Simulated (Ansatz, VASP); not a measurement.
## Two plane-wave programs on Ta

The input INCAR:

```
  PREC = Accurate
  ENCUT = 520
  EDIFF = 1E-7
  ISMEAR = -1
  SIGMA = 0.08
  LREAL = F
  LASPH = T
  NELM = 60
  ALGO = Normal
  ISIF = 2
  LWAVE = F
  LCHARG = F
  LDIPOL = T
  IDIPOL = 3
  DIPOL = 0.5 0.5 0.500
  GGA = PE
  NBANDS = 42
```

Contents of KPOINTS:

```
Automatic mesh
0
Gamma
  12 12 1
```

The input POSCAR:

```
Ta
1.0
    3.3195547167      0.0000000000      0.0000000000
    0.0000000000      3.3195547167      0.0000000000
    0.0000000000      0.0000000000     24.2989000000
Ta
6
Direct
    0.2500000000      0.2500000000      0.3292332823
    0.7500000000      0.7500000000      0.3975399694
    0.2500000000      0.2500000000      0.4658466565
    0.7500000000      0.7500000000      0.5341533435
    0.2500000000      0.2500000000      0.6024600306
    0.7500000000      0.7500000000      0.6707667177
```

Input for Ansatz:

```yaml
crystal:
  lattice:
    - [3.3195547167, 0.0, 0.0]
    - [0.0, 3.3195547167, 0.0]
    - [0.0, 0.0, 24.2989]
  atoms:
    - { symbol: Ta, position: [0.25, 0.25, 0.3292332823] }
    - { symbol: Ta, position: [0.75, 0.75, 0.3975399694] }
    - { symbol: Ta, position: [0.25, 0.25, 0.4658466565] }
    - { symbol: Ta, position: [0.75, 0.75, 0.5341533435] }
    - { symbol: Ta, position: [0.25, 0.25, 0.6024600306] }
    - { symbol: Ta, position: [0.75, 0.75, 0.6707667177] }
kpoints:
  mp_grid: { grid: [12, 12, 1] }
scf:
  occupations: { method: fermi_dirac, width: 0.08 }
hamiltonian:
  xc: pbe
  pseudopotentials: { kind: paw }
output:
  forces: true
  stress: true
  eigenvalues: true
  populations: true
efield:
  axis: 3
  amplitude: 0
  dipole_correction: true
```

Alike in both runs: task single point; functional PBE; k mesh 12 × 12 × 1; occupations fermi-dirac, width 0.08 eV; no spin polarisation.

|  | VASP | Ansatz |
| --- | --- | --- |
| version | VASP 6.6.1 | Ansatz 0.2.0 |
| potentials or method | VASP PAW PBE potentials, release 64 (Ta_pv) | PAW with Ansatz's default frozen-core files, scalar-relativistic |
| plane-wave cutoff (eV) | 520 | 420 |
| valence electrons in the cell | 66 | 78 |

Ansatz gave:

```
rms of the force components (eV/Å) : 0.643
```

Problem. What did VASP give for the same quantities?

Solution. rms of the force components (eV/Å): 0.645.

Atom by atom the forces differ by 0.003 eV/Å (rms over components). The functional is the same, so the differences come from potentials, cutoffs and numerics. VASP's potentials hold 66 valence electrons a cell and Ansatz's 78, so a difference there can come from the potentials and not from the codes.

Neither program's run includes spin-orbit coupling.
